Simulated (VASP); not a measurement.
InSe, 8 atoms in the cell. It takes space group P-6m2 (No. 187, hexagonal). The conventional cell has a = 4.047 Å, b = 4.047 Å, c = 18.052 Å, α = 90.00°, β = 90.00°, γ = 120.00°. Within 3.5 Å of In (site symmetry 3m) lie 3 Se at 2.65 Å and 1 In at 2.79 Å. Within 3.5 Å of In (site symmetry 3m) lie 3 Se at 2.65 Å and 1 In at 2.79 Å. Se (site symmetry 3m) has 3 In at 2.65 Å within 3.5 Å. Se (site symmetry 3m) has 3 In at 2.65 Å within 3.5 Å. 

```yaml
Program: VASP 6.6.1
Task: single point
Functional: revPBE
Potentials_or_basis: VASP PAW PBE potentials, release 64 (In_d, Se)
Cutoff: 520 eV
k_mesh: 6 × 6 × 2
Occupations: fermi-dirac, width 0.05 eV
Spin: no spin polarisation
Dipole_correction: no
Further_INCAR_settings: ALGO = Normal; EDIFF = 1e-07; NBANDS = 48
```

Potentials or basis: VASP PAW PBE potentials, release 64 (In_d, Se).

The run is started by

```sh
$ cat potpaw_PBE.64/In_d/POTCAR potpaw_PBE.64/Se/POTCAR > POTCAR
$ mpirun -np 1 vasp_std > vasp.out
```

Hardware: 1 thread of Intel(R) Xeon(R) 6975P-C (Granite Rapids), with other jobs on the host.

**Question.** Estimate the wall time of this run.

**Answer.** Wall time 2.6 min on 1 thread of Intel(R) Xeon(R) 6975P-C (Granite Rapids), on a shared host, peak memory 0.41 GiB. Counts: scf iterations 18, k points 14.
